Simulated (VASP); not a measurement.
Runs of VASP 6.6.1 on KTaO3. The structure is that of space group P4/mmm (No. 123), or close to it. The cells are those of the table. 

```tsv
cell	gap on the mesh (eV)	pressure (GPa)
a = 3.759, b = 3.759, c = 4.241 Å, 5 atoms	2.02	20.0
a = 4.074, b = 4.074, c = 3.611 Å, 5 atoms	1.96	20.5
a = 3.810, b = 3.810, c = 4.129 Å, 5 atoms	2.10	16.4
a = 4.149, b = 4.149, c = 3.678 Å, 5 atoms	1.86	(a)
a = 3.862, b = 3.862, c = 4.357 Å, 5 atoms	1.86	0.7
a = 4.035, b = 4.035, c = 3.577 Å, 5 atoms	2.01	28.9
a = 4.094, b = 4.094, c = 3.778 Å, 5 atoms	(c)	3.4
a = 3.723, b = 3.723, c = 4.201 Å, 5 atoms	2.07	28.4
a = 3.880, b = 3.880, c = 4.205 Å, 5 atoms	1.99	3.2
a = 3.981, b = 3.981, c = 3.674 Å, 5 atoms	2.10	24.8
a = 4.019, b = 4.019, c = 3.709 Å, 5 atoms	2.04	16.6
a = 3.774, b = 3.774, c = 4.089 Å, 5 atoms	2.15	(b)
```

Alike in all rows: task single point; level PBEsol; potentials or basis VASP PAW PBE potentials, release 64 (K_sv, Ta_pv, O); no spin polarisation; k mesh 8 × 8 × 8; cutoff (eV) 520; smearing gaussian 0.05 eV.

Q: Fill in the values left out.

A: (a) 6.8; (b) 24.6; (c) 1.94.

Caveats: the PAW data sets were made with another functional, which shifts forces and pressure a little; spin-orbit coupling is left out, which moves the levels of the heavy elements.

A k mesh can miss the band edges, and the runs leave out spin-orbit coupling on Ta.
